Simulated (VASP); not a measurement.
Here is a VASP 6.6.1 calculation.

Contents of INCAR:

```
SYSTEM = PN
ALGO = Normal
EDIFF = 1E-7
EDIFFG = -0.04
ENCUT = 910
GGA = PE
GGA_COMPAT = .FALSE.
IBRION = 2
ISIF = 3
ISMEAR = 0
LASPH = .TRUE.
LCHARG = .FALSE.
LREAL = .FALSE.
LWAVE = .FALSE.
NELM = 120
NELMIN = 4
NSW = 90
PREC = Accurate
SIGMA = 0.1
```

File KPOINTS:

```
k-points
0
G
  6 6 2
  0 0 0
```

Contents of POSCAR:

```
PN
1.0
    3.0433023239      0.0000000000      0.0000000000
   -1.5216511620      2.6355771239      0.0000000000
    0.0000000000      0.0000000000      8.0958916137
P N
2 2
Direct
    0.3333333333      0.6666666667      0.2500000000
    0.6666666667      0.3333333333      0.7500000000
    0.3333333333      0.6666666667      0.7500000000
    0.6666666667      0.3333333333      0.2500000000
```

Potentials or basis: VASP PAW PBE potentials, release 64 (P, N_h).

The run is started by

```bash
$ cat potpaw_PBE.64/P/POTCAR potpaw_PBE.64/N_h/POTCAR > POTCAR
$ mpirun -np 1 vasp_std > vasp.out
```

Question: Estimate the relaxed volume.

Answer: 17.29 Å³/atom.

Question: Predict the relaxed cell.

Answer: a = 3.154 Å, b = 3.154 Å, c = 8.028 Å, α = 90.00°, β = 90.00°, γ = 120.00°.

Question: What does it give for the band gap on the k mesh?

Answer: Zero (bands 10 and 11 overlap by 0.69 eV).

Stress tensor (GPa, compression positive):
```
 0.01  0.00  0.00
 0.00  0.01  0.00
 0.00  0.00 -0.35
```

Caveat: the k points lie up to 0.39 Å⁻¹ apart in the final cell, too coarse for converged energies and pressures of a metal; the cutoff is under 1.25 times the usual one of these potentials, so pressure, stress and relaxed cells hold a basis-set (Pulay) error; this functional lacks dispersion, which binds the layers, so the pressure and a relaxed spacing across them are unreliable.
